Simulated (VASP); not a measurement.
# MgCoC4N4 (P4/mmm) in VASP: single point with PBE

Aim: the single point of MgCoC4N4 with PBE.

Everything below comes from runs of VASP 6.6.1. Logs are shortened: lines on timing, memory, paths and dates and some standing lists are left out, and cuts for length are marked.

## Step 1: The cell of the first run

It takes space group P4/mmm (No. 123, tetragonal). The conventional cell has a = 7.294 Å, b = 7.294 Å, c = 4.030 Å, α = 90.00°, β = 90.00°, γ = 90.00°. Mg (site symmetry 4/mmm) has 4 C at 1.98 Å within 2.6 Å. Co (site symmetry 4/mmm) has 4 N at 2.01 Å within 2.7 Å. C (site symmetry m2m) has 1 N at 1.17 Å within 1.6 Å. N (site symmetry m2m) has 1 C at 1.17 Å within 1.6 Å.

## Step 2: Single point, PBE, collinear spin, ferromagnetic start

The input, INCAR:

```
PREC     = Accurate       # precision mode
ENCUT    = 520            # plane-wave cutoff, eV
EDIFF    = 1E-7           # SCF threshold, eV
ISMEAR   = 0              # smearing method
SIGMA    = 0.1            # smearing width, eV
LREAL    = False          # projectors in reciprocal space
LASPH    = True           # aspherical terms in the spheres
NELM     = 150            # most SCF steps
ALGO     = Normal         # electronic algorithm
ISIF     = 2              # what is computed and relaxed
LWAVE    = False          # write WAVECAR
LCHARG   = False          # write CHGCAR
ISPIN    = 2              # spin polarisation
MAGMOM   = 0 3 0 0 0 0 0 0 0 0 # initial moments
LORBIT   = 11             # projections on sites
LMAXMIX  = 4              # l up to which the mixer works
GGA      = PE             # functional
NBANDS   = 38             # bands
```

The input, KPOINTS:

```
regular mesh
0
Gamma
  4 4 4
```

The input, POSCAR:

```
MgCoC4N4
1.0
    7.2938064500      0.0000000000      0.0000000000
    0.0000000000      7.2938064500      0.0000000000
    0.0000000000      0.0000000000      4.0304680800
Mg Co C N
1 1 4 4
Direct
    0.0000000000      0.0000000000      0.0000000000
    0.5000000000      0.5000000000      0.0000000000
    0.1919534700      0.8080465300      0.0000000000
    0.8080465300      0.1919534700      0.0000000000
    0.1919534700      0.1919534700      0.0000000000
    0.8080465300      0.8080465300      0.0000000000
    0.3053805100      0.6946194900      0.0000000000
    0.6946194900      0.3053805100      0.0000000000
    0.3053805100      0.3053805100      0.0000000000
    0.6946194900      0.6946194900      0.0000000000
```

Potentials or basis: VASP PAW PBE potentials, release 64 (Mg, Co, C, N).

The run is started by

```sh
$ cat potpaw_PBE.64/Mg/POTCAR potpaw_PBE.64/Co/POTCAR potpaw_PBE.64/C/POTCAR potpaw_PBE.64/N/POTCAR > POTCAR
$ mpirun -np 1 vasp_std > vasp.out
```

OUTCAR:

```text
PREC = Accurate
   ENCUT = 520
   EDIFF = 1E-7
   ISMEAR = 0
   LREAL = False
   LASPH = True
   NELM = 150
   ISIF = 2
   ISPIN = 2
   LORBIT = 11
   GGA = PE

 ion  position               nearest neighbor table
   1  0.000  0.000  0.000-   3 1.98   4 1.98   5 1.98   6 1.98
   2  0.500  0.500  0.000-   7 2.01   8 2.01   9 2.01  10 2.01
   3  0.192  0.808  0.000-   7 1.17   1 1.98
   4  0.808  0.192  0.000-   8 1.17   1 1.98
   5  0.192  0.192  0.000-   9 1.17   1 1.98
   6  0.808  0.808  0.000-  10 1.17   1 1.98
   7  0.305  0.695  0.000-   3 1.17   2 2.01
   8  0.695  0.305  0.000-   4 1.17   2 2.01
   9  0.305  0.305  0.000-   5 1.17   2 2.01
  10  0.695  0.695  0.000-   6 1.17   2 2.01

  LATTYP: Found a simple tetragonal cell.
 ALAT       =     7.2938064500
 C/A-ratio  =     0.5525877479

  Lattice vectors:

 A1 = (   7.2938064500,   0.0000000000,   0.0000000000)
 A2 = (   0.0000000000,   7.2938064500,   0.0000000000)
 A3 = (   0.0000000000,   0.0000000000,   4.0304680800)

Analysis of symmetry for initial positions (statically):
=====================================================================
 Subroutine PRICEL returns:
 Original cell was already a primitive cell.

 Routine SETGRP: Setting up the symmetry group for a
 simple tetragonal supercell.

 Subroutine GETGRP returns: Found 16 space group operations
 (whereof 16 operations were pure point group operations)
 out of a pool of 16 trial point group operations.

The static configuration has the point symmetry D_4h.

Analysis of symmetry for dynamics (positions and initial velocities):
=====================================================================
 Subroutine PRICEL returns:
 Original cell was already a primitive cell.

 Routine SETGRP: Setting up the symmetry group for a
 simple tetragonal supercell.

 Subroutine GETGRP returns: Found 16 space group operations
 (whereof 16 operations were pure point group operations)
 out of a pool of 16 trial point group operations.

The dynamic configuration has the point symmetry D_4h.

Analysis of structural, dynamic, and magnetic symmetry:
=====================================================================
 Subroutine PRICEL returns:
 Original cell was already a primitive cell.

 Routine SETGRP: Setting up the symmetry group for a
 simple tetragonal supercell.

 Subroutine GETGRP returns: Found 16 space group operations
 (whereof 16 operations were pure point group operations)
 out of a pool of 16 trial point group operations.

The overall configuration has the point symmetry D_4h.

 Subroutine INISYM returns: Found 16 space group operations
 (whereof 16 operations are pure point group operations),
 and found     1 'primitive' translations

----------------------------------------------------------------------------------------

                                     Primitive cell

  volume of cell :     214.4193

  direct lattice vectors                    reciprocal lattice vectors
     7.293806450  0.000000000  0.000000000     0.137102624  0.000000000  0.000000000
     0.000000000  7.293806450  0.000000000     0.000000000  0.137102624  0.000000000
     0.000000000  0.000000000  4.030468080     0.000000000  0.000000000  0.248110140

  length of vectors
     7.293806450  7.293806450  4.030468080     0.137102624  0.137102624  0.248110140

  position of ions in fractional coordinates (direct lattice)
     0.000000000  0.000000000  0.000000000
     0.500000000  0.500000000  0.000000000
     0.191953470  0.808046530  0.000000000
     0.808046530  0.191953470  0.000000000
     0.191953470  0.191953470  0.000000000
     0.808046530  0.808046530  0.000000000
     0.305380510  0.694619490  0.000000000
     0.694619490  0.305380510  0.000000000
     0.305380510  0.305380510  0.000000000
     0.694619490  0.694619490  0.000000000

  ion indices of the primitive-cell ions
   primitive index   ion index
                 1           1
                 2           2
                 3           3
                 4           4
                 5           5
                 6           6
                 7           7
                 8           8
                 9           9
                10          10

----------------------------------------------------------------------------------------

 KPOINTS: regular mesh

Automatic generation of k-mesh.
 Grid dimensions read from file:
 generate k-points for:    4    4    4

 Generating k-lattice:

  Cartesian coordinates                     Fractional coordinates (reciprocal lattice)
     0.034275656  0.000000000  0.000000000     0.250000000  0.000000000  0.000000000
     0.000000000  0.034275656  0.000000000     0.000000000  0.250000000  0.000000000
     0.000000000  0.000000000  0.062027535     0.000000000  0.000000000  0.250000000

  Length of vectors
     0.034275656  0.034275656  0.062027535

  Shift w.r.t. Gamma in fractional coordinates (k-lattice)
     0.000000000  0.000000000  0.000000000

 Subroutine IBZKPT returns following result:
 ===========================================

 Found     18 irreducible k-points:

 Following reciprocal coordinates:
            Coordinates               Weight
  0.000000  0.000000  0.000000      1.000000
  0.250000  0.000000  0.000000      4.000000
  0.500000  0.000000  0.000000      2.000000
  0.250000  0.250000  0.000000      4.000000
  0.500000  0.250000  0.000000      4.000000
  0.500000  0.500000  0.000000      1.000000
[... 10 lines left out ...]
  0.500000  0.250000  0.500000      4.000000
  0.500000  0.500000  0.500000      1.000000
   k-points           NKPTS =     18   k-points in BZ     NKDIM =     18   number of bands    NBANDS=     38
   number of dos      NEDOS =    301   number of ions     NIONS =     10
   total plane-waves  NPLWV =  87480
   dimension x,y,z NGX =    54 NGY =   54 NGZ =   30
   dimension x,y,z NGXF=   108 NGYF=  108 NGZF=   60
   ions per type =               1   1   4   4
   NGX,Y,Z   is equivalent  to a cutoff of  12.31, 12.31, 12.37 a.u.
   NGXF,Y,Z  is equivalent  to a cutoff of  24.62, 24.62, 24.75 a.u.
 SYSTEM =  unknown system
   PREC   = accura    normal or accurate (medium, high low for compatibility)
   ISTART =      0    job   : 0-new  1-cont  2-samecut
   ICHARG =      2    charge: 1-file 2-atom 10-const
   ISPIN  =      2    spin polarized calculation?
   LNONCOLLINEAR =      F non collinear calculations
   LSORBIT =      F    spin-orbit coupling
   LASPH  =      T    aspherical Exc in radial PAW
   ENCUT  =  520.0 eV  38.22 Ry    6.18 a.u.  13.56 13.56  7.49*2*pi/ulx,y,z
   NELM   =    150;   NELMIN=  2; NELMDL= -5     # of ELM steps
   EDIFF  = 0.1E-06   stopping-criterion for ELM
   LREAL  =      F    real-space projection
   EDIFFG = 0.1E-05   stopping-criterion for IOM
   NSW    =      0    number of steps for IOM
   IBRION =     -1    ionic relax: 0-MD 1-quasi-New 2-CG
   NFREE  =      0    steps in history (QN), initial steepest desc. (CG)
   ISIF   =      2    stress and relaxation
   ISYM   =      2    0-nonsym 1-usesym 2-fastsym
   POTIM  = 0.5000    time-step for ionic-motion
   TEBEG  =    0.0;   TEEND  =   0.0 temperature during run
   PSTRESS=    0.0 pullay stress
   NELECT =      47.0000    total number of electrons
   NUPDOWN=      -1.0000    fix difference up-down
   EMIN   =  10.00;   EMAX   =-10.00  energy-range for DOS
   EFERMI =   0.00;   METHOD = LEGACY
   ISMEAR =     0;   SIGMA  =   0.10  broadening in eV -4-tet -1-fermi 0-gaus
   EFERMI_NEDOS =   21; number of points for ismear=-14 and -15
   IALGO  =     38    algorithm
   IMIX   =      4    mixing-type and parameters
     AMIX     =   0.40;   BMIX     =  1.00
     AMIX_MAG =   1.60;   BMIX_MAG =  1.00
  volume/ion in A,a.u.               =      21.44       144.70
  Fermi-wavevector in a.u.,A,eV,Ry     =   0.987081  1.865313 13.256550  0.974329
  Thomas-Fermi vector in A             =   2.118509
   LORBIT       =     11    0 simple, 1 ext, 2 COOP (PROOUT), +10 PAW based schemes
   GGA     = PE    functional components
   LHFCALC =     F    Hartree Fock is set to
   AEXX    =    0.0000 exact exchange contribution
   IVDW    =     0    specifies the selected vdW correction
   LEPSILON=     F    determine dielectric tensor
   LRPA    =     F    only Hartree local field effects (RPA)
 spin polarized calculation
 Gauss-broadening in eV      SIGMA  =   0.10
  energy-cutoff  :      520.00
  volume of cell :      214.42
 maximum number of plane-waves:      5839
   NGX = 27   NGY = 27   NGZ = 15

 number of electron      46.9999994 magnetization       1.0000290

 Free energy of the ion-electron system (eV)
  ---------------------------------------------------
  ext. energy  EPLUGINS =         0.00000000
  ---------------------------------------------------
  free energy    TOTEN  =       -73.92265104 eV

  energy without entropy =      -73.92265096  energy(sigma->0) =      -73.92265100

 E-fermi :  -1.6856     XC(G=0):  -6.6977

 val. band max:       -2.0144253793   @ k =   0.5000   0.5000   0.5000
 cond. band min:      -1.3392496779   @ k =   0.0000   0.0000   0.0000
 fundamental gap:      0.6751757013
 Fermi energy:        -1.6855689061

 spin component 1

 k-point     1 :       0.0000    0.0000    0.0000
  band No.  band energies     occupation
      1     -18.8247      1.00000
      2     -18.6694      1.00000
      3     -18.6694      1.00000
      4     -18.5794      1.00000
      5      -9.5988      1.00000
      6      -8.0005      1.00000
[... 673 lines left out ...]
     34       5.5593      0.00000
     35       6.2142      0.00000
 Fermi energy:        -1.6855689061

 spin component 2

 k-point     1 :       0.0000    0.0000    0.0000
  band No.  band energies     occupation
      1     -18.8370      1.00000
      2     -18.6832      1.00000
      3     -18.6832      1.00000
      4     -18.5921      1.00000
      5      -9.5680      1.00000
      6      -8.0281      1.00000
[... 673 lines left out ...]
     34       5.7784      0.00000
     35       6.2072      0.00000
 [bands above 35 left out]

------------------------ aborting loop because EDIFF is reached ----------------------------------------

  FORCE on cell =-STRESS in cart. coord.  units (eV):
  Direction    XX          YY          ZZ          XY          YZ          ZX
  --------------------------------------------------------------------------------------
  -------------------------------------------------------------------------------------
  Total        3.2038149      3.2038149      0.8894721      0.0000000     -0.0000000      0.0000000
  in kB       23.9394429     23.9394429      6.6462849      0.0000000     -0.0000000      0.0000000
  external PRESSURE =      18.1750569 kB  Pullay stress =       0.0000000 kB

 VOLUME and BASIS-vectors are now :
 -----------------------------------------------------------------------------
  energy-cutoff  :      520.00
  volume of cell :      214.42
      direct lattice vectors                 reciprocal lattice vectors
     7.293806450  0.000000000  0.000000000     0.137102624  0.000000000  0.000000000
     0.000000000  7.293806450  0.000000000     0.000000000  0.137102624  0.000000000
     0.000000000  0.000000000  4.030468080     0.000000000  0.000000000  0.248110140

 POSITION                                       TOTAL-FORCE (eV/Angst)
 -----------------------------------------------------------------------------------
      0.00000      0.00000      0.00000        -0.000000      0.000000      0.000000
      3.64690      3.64690      0.00000        -0.000000      0.000000      0.000000
      1.40007      5.89373      0.00000         1.728464     -1.728464     -0.000000
      5.89373      1.40007      0.00000        -1.728464      1.728464      0.000000
      1.40007      1.40007      0.00000         1.728464      1.728464      0.000000
      5.89373      5.89373      0.00000        -1.728464     -1.728464      0.000000
      2.22739      5.06642      0.00000         1.207793     -1.207793      0.000000
      5.06642      2.22739      0.00000        -1.207793      1.207793     -0.000000
      2.22739      2.22739      0.00000         1.207793      1.207793     -0.000000
      5.06642      5.06642      0.00000        -1.207793     -1.207793      0.000000
 -----------------------------------------------------------------------------------
    total drift:                                0.000000      0.000000     -0.000000

  FREE ENERGIE OF THE ION-ELECTRON SYSTEM (eV)
  ---------------------------------------------------
  free  energy   TOTEN  =       -73.9226510375 eV

  energy  without entropy=      -73.9226509615  energy(sigma->0) =      -73.92265100

 total charge

# of ion       s       p       d       tot
------------------------------------------
    1        0.204   0.247   0.092   0.543
    2        0.324   0.398   7.173   7.895
    3        0.989   1.628   0.000   2.617
    4        0.989   1.628   0.000   2.617
    5        0.989   1.628   0.000   2.617
    6        0.989   1.628   0.000   2.617
    7        1.296   2.575   0.000   3.871
    8        1.296   2.575   0.000   3.871
    9        1.296   2.575   0.000   3.871
   10        1.296   2.575   0.000   3.871
--------------------------------------------------
tot          9.668  17.454   7.265  34.388

 magnetization (x)

# of ion       s       p       d       tot
------------------------------------------
    1       -0.000  -0.001  -0.001  -0.001
    2        0.034   0.004   0.972   1.010
    3       -0.000  -0.006   0.000  -0.006
    4       -0.000  -0.006   0.000  -0.006
    5       -0.000  -0.006   0.000  -0.006
    6       -0.000  -0.006   0.000  -0.006
    7       -0.002  -0.010   0.000  -0.012
    8       -0.002  -0.010   0.000  -0.012
    9       -0.002  -0.010   0.000  -0.012
   10       -0.002  -0.010   0.000  -0.012
--------------------------------------------------
tot          0.025  -0.061   0.971   0.936
```

Run time: 20 min. Hardware: 1 thread of AMD EPYC 7R43 (Zen 3), shared host; peak memory 0.44 GiB.

Results:

```
Free energy                                           : -73.9227 eV
Pressure                                              : 1.8 GPa
Largest force                                         : 2.444 eV/Å
Band gap on the k mesh                                : 0.68 eV (least direct gap 0.69 eV)
Net moment                                            : 1.00 μB per cell
Site moments                                          : Mg -0.00; Co +1.01; C -0.01; N -0.01 μB
Valence electrons inside the program's atomic spheres : Mg 0.54; Co 7.89; C 2.62; N 3.87
```

Forces on the atoms (eV/Å):
```
Mg   0.000  0.000  0.000
Co   0.000  0.000  0.000
C    1.728 -1.728  0.000
C   -1.728  1.728  0.000
C    1.728  1.728  0.000
C   -1.728 -1.728  0.000
N    1.208 -1.208  0.000
N   -1.208  1.208  0.000
N    1.208  1.208  0.000
N   -1.208 -1.208  0.000
```

Levels at points of the mesh, in eV from the valence-band top:
Spin up:
```tsv
k point	band 21	band 22	band 23	band 24	band 25	band 26	band 27	band 28
(0.00, 0.00, 0.00)	-1.70	-0.90	-0.53	-0.53	1.42	3.98	4.04	5.68
(0.50, 0.00, 0.00)	-1.32	-0.65	-0.58	-0.50	1.30	4.12	4.67	4.89
(0.50, 0.50, 0.00)	-1.51	-0.58	-0.53	-0.53	1.22	4.67	4.67	5.54
(0.00, 0.00, 0.50)	-1.32	-0.88	-0.63	-0.63	1.45	2.02	4.13	4.68
(0.50, 0.00, 0.50)	-1.21	-0.72	-0.63	-0.58	1.33	2.78	3.27	4.28
(0.50, 0.50, 0.50)	-1.16	-0.63	-0.63	-0.56	1.25	2.74	3.83	4.71
```
Spin down:
```
           k point  band 21  band 22  band 23  band 24  band 25  band 26
(0.00, 0.00, 0.00)    -0.33    -0.07    -0.07     0.68     2.10     4.03
(0.50, 0.00, 0.00)    -0.12    -0.09    -0.04     0.68     2.02     4.10
(0.50, 0.50, 0.00)    -0.07    -0.07    -0.01     0.68     1.95     4.66
(0.00, 0.00, 0.50)    -0.31    -0.17    -0.17     1.21     2.07     2.13
(0.50, 0.00, 0.50)    -0.27    -0.12    -0.08     1.22     2.05     2.81
(0.50, 0.50, 0.50)    -0.17    -0.17     0.00     1.22     1.99     2.73
```

Caveat: semilocal functionals underestimate gaps, and a narrow one can read as zero; a cell with one magnetic atom can't hold antiferromagnetic order, which such compounds often take; forces of over 1 eV/Å act on the atoms, so gaps and moduli don't describe the material at rest. A k mesh can miss the band edges.
